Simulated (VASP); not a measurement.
Wanted: the native input for a VASP 6.6.1 run.

- Task: single point
- Functional: r2SCAN
- Potentials or basis: VASP PAW PBE potentials, release 64 (B, As)
- Cutoff: 520 eV
- k mesh: 10 × 10 × 10
- Occupations: gaussian, width 0.05 eV
- Spin: no spin polarisation
- Dipole correction: no
- Further INCAR settings: ALGO = Normal; EDIFF = 1e-07; NBANDS = 11

The system is BAs.

```
B As
1.0
     0.00000    2.19742    2.19742
     2.19742    0.00000    2.19742
     2.19742    2.19742    0.00000
B As
1 1
Direct
  0.00000 0.00000 0.00000
  0.75000 0.75000 0.75000
```

This cell differs from its parent crystal: strain -0.080 along x and y, -0.080 along z.

One way to write it, as run:

POSCAR

```
BAs
1.0
    0.0000000000      2.1974200000      2.1974200000
    2.1974200000      0.0000000000      2.1974200000
    2.1974200000      2.1974200000      0.0000000000
B As
1 1
Direct
    0.0000000000      0.0000000000      0.0000000000
    0.7500000000      0.7500000000      0.7500000000
```

INCAR.step1

```
ALGO = Normal
EDIFF = 1E-4
ENCUT = 520
GGA = PE
ISMEAR = 0
LASPH = True
LCHARG = False
LREAL = False
LWAVE = True
NBANDS = 11
NELM = 60
PREC = Accurate
SIGMA = 0.05
```

INCAR.step2

```
ALGO = Normal
EDIFF = 1E-7
ENCUT = 520
ISIF = 2
ISMEAR = 0
ISTART = 1
LASPH = True
LCHARG = False
LMIXTAU = True
LREAL = False
LWAVE = False
METAGGA = R2SCAN
NBANDS = 11
NELM = 60
PREC = Accurate
SIGMA = 0.05
```

KPOINTS

```
k-points
0
Gamma
  10 10 10
```

Potentials or basis: VASP PAW PBE potentials, release 64 (B, As).

The run is started by

```sh
$ cat potpaw_PBE.64/B/POTCAR potpaw_PBE.64/As/POTCAR > POTCAR
$ cp INCAR.step1 INCAR
$ mpirun -np 1 vasp_std > vasp.out
$ cp INCAR.step2 INCAR
$ mpirun -np 1 vasp_std > vasp.out
```

Results of the run:

```yaml
Pressure: 60.9 GPa
Band_gap_on_the_k_mesh: 1.07 eV, indirect (least direct gap 3.80 eV)
```

Caveat: the cell differs from its parent crystal (strain -0.080 along x and y, -0.080 along z); the PAW data sets were made with another functional, which shifts forces and pressure a little.

It took 16 s on 1 thread of Intel(R) Xeon(R) 6975P-C (Granite Rapids), with other jobs on the host, peak memory 0.15 GiB.
